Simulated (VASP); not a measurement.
# W: single point with PBE

Crystal: W.

```
W
1.0
    -1.59730    1.67213    1.67213
     1.59730   -1.52247    1.52247
     1.59730    1.52247   -1.52247
W
1
Direct
  0.00000 0.00000 0.00000
```

This cell differs from its parent crystal: strain +0.0937 x Voigt [0, 0, 0, 1, 0, 0].

- Program: VASP 6.6.1
- Task: single point
- Functional: PBE
- Potentials or basis: VASP PAW PBE potentials, release 64 (W_sv)
- Cutoff: 520 eV
- k mesh: 20 × 20 × 20
- Occupations: gaussian, width 0.15 eV
- Spin: no spin polarisation

The pressure is -0.4 GPa and the band gap on the k mesh is zero (bands 7 and 8 overlap by 4.94 eV).

Stress tensor (GPa, compression positive):
```
  0.25   0.00   0.00
  0.00  -0.70 -13.64
  0.00 -13.64  -0.70
```

Levels at points of the mesh, in eV from the Fermi level:
```csv
k point,band 3,band 4,band 5,band 6,band 7,band 8,band 9,band 10,band 11,band 12
"(0.00, 0.00, 0.00)",-37.83,-37.71,-9.52,-2.03,-1.48,-0.43,2.21,2.49,13.59,14.47
"(0.50, 0.00, 0.00)",-38.09,-37.74,-6.27,-3.77,-0.16,2.74,3.67,5.33,9.41,12.14
"(0.00, 0.50, 0.00)",-38.26,-37.80,-6.13,-3.54,0.57,2.11,2.97,5.68,10.84,11.26
"(0.00, 0.50, 0.50)",-38.40,-37.95,-6.09,-3.29,1.37,1.53,2.20,6.60,10.74,11.92
"(0.50, 0.50, 0.50)",-38.71,-38.54,-5.73,-5.62,3.94,4.79,5.99,7.57,8.00,8.64
```

Wall time 5.1 min on 1 thread of Intel Xeon 8259CL, on a shared host, peak memory 0.33 GiB.

Caveat: the cell differs from its parent crystal (strain +0.0937 x Voigt [0, 0, 0, 1, 0, 0]); spin-orbit coupling is left out, which moves the levels of the heavy elements.
